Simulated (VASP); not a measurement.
A run of VASP 6.6.1:

INCAR

```
SYSTEM = TiTe
PREC = Accurate
ENCUT = 500
EDIFF = 1E-6
ISMEAR = -1
SIGMA = 0.05
LREAL = .False.
LASPH = .True.
NELM = 120
ALGO = Normal
ISIF = 2
LWAVE = .False.
LCHARG = .False.
GGA = PS
NBANDS = 26
GGA_COMPAT = .False.
```

KPOINTS

```
Automatic mesh
0
Gamma
  8 8 4
  0 0 0
```

Contents of POSCAR:

```
TiTe
1.0
    3.8420000000      0.0000000000      0.0000000000
   -1.9210000000      3.3272696013      0.0000000000
    0.0000000000      0.0000000000      6.1468800000
Te Ti
2 2
Direct
    0.6666666667      0.3333333333      0.7500000000
    0.3333333333      0.6666666667      0.2500000000
    0.0000000000      0.0000000000      0.5000000000
    0.0000000000      0.0000000000      0.0000000000
```

Potentials or basis: VASP PAW PBE potentials, release 64 (Te, Ti_sv).

The run is started by

```console
$ cat potpaw_PBE.64/Te/POTCAR potpaw_PBE.64/Ti_sv/POTCAR > POTCAR
$ mpirun -np 1 vasp_std > vasp.out
```

Hardware: 1 thread of Intel Xeon 8259CL, on a shared host.

Question: How long does it take, and how much memory?

Answer: Wall time 82 s on 1 thread of Intel Xeon 8259CL, on a shared host, peak memory 0.21 GiB. Counts: scf iterations 13, k points 30.
